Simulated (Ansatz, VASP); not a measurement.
**Be3Te2Se: VASP beside Ansatz**

File INCAR:

```
SYSTEM = Be3Te2Se
PREC = Accurate
ENCUT = 600
EDIFF = 1E-6
ISMEAR = 0
SIGMA = 0.02
LREAL = .False.
LASPH = .True.
NELM = 80
ALGO = Normal
ISIF = 3
LWAVE = .False.
LCHARG = .False.
GGA = PE
IBRION = 2
NSW = 100
EDIFFG = -0.01
```

The input KPOINTS:

```
Automatic mesh
0
Gamma
  10 10 10
  0 0 0
```

POSCAR

```
Be3Te2Se
1.0
   -1.9631936634      1.9631936634      8.1744492287
    1.9631936634     -1.9631936634      8.1744492287
    1.9631936634      1.9631936634     -8.1744492287
Be Te Se
3 2 1
Direct
    0.7500000000      0.2500000000      0.5000000000
    0.0742254798      0.5742254798      0.5000000000
    0.4257745202      0.9257745202      0.5000000000
    0.6623149473      0.6623149473      0.0000000000
    0.3376850527      0.3376850527      0.0000000000
    0.0000000000      0.0000000000      0.0000000000
```

Input for Ansatz:

```yaml
crystal:
  lattice:
    - [-1.9631936634, 1.9631936634, 8.1744492287]
    - [1.9631936634, -1.9631936634, 8.1744492287]
    - [1.9631936634, 1.9631936634, -8.1744492287]
  atoms:
    - { symbol: Be, position: [0.75, 0.25, 0.5] }
    - { symbol: Be, position: [0.0742254798, 0.5742254798, 0.5] }
    - { symbol: Be, position: [0.4257745202, 0.9257745202, 0.5] }
    - { symbol: Te, position: [0.6623149473, 0.6623149473, 0.0] }
    - { symbol: Te, position: [0.3376850527, 0.3376850527, 0.0] }
    - { symbol: Se, position: [0.0, 0.0, 0.0] }
basis:
  ecutwfc: 420
kpoints:
  mp_grid: { grid: [10, 10, 10] }
hamiltonian:
  xc: pbe
scf:
  occupations: { method: gaussian, width: 0.02 }
output:
  forces: true
  stress: true
  eigenvalues: true
relax:
  adjacent_minimum: "off"
  f_tol: 0.01
  max_steps: 80
  cell: { stress_tol: 0.05 }
```

Alike in both runs: task relaxation of cell and atoms; functional PBE; k mesh 10 × 10 × 10; occupations gaussian, width 0.02 eV; no spin polarisation.

```csv
,VASP,Ansatz
version,VASP 6.6.1,Ansatz 0.2.0
potentials or method,"VASP PAW PBE potentials, release 64 (Be, Te, Se), cutoff 600 eV","scalar-relativistic, plane waves, PAW"
valence electrons in the cell,24,54
```

VASP gave:

| Property | Result |
| --- | --- |
| gap on the k mesh at the Fermi level, each at its own relaxed structure (eV) | 2.03 |
| relaxed volume (Å³/atom) | 20.92 |
| relaxed cell length with the largest relative difference (Å) | 8.699 |

**Question.** Estimate Ansatz's values.

**Answer.** gap on the k mesh at the Fermi level, each at its own relaxed structure (eV): 2.04; relaxed volume (Å³/atom): 20.87; relaxed cell length with the largest relative difference (Å): 8.691.

VASP's potentials hold 24 valence electrons a cell and Ansatz's 54, so a difference there can come from the potentials and not from the codes.

Neither program's run includes spin-orbit coupling.
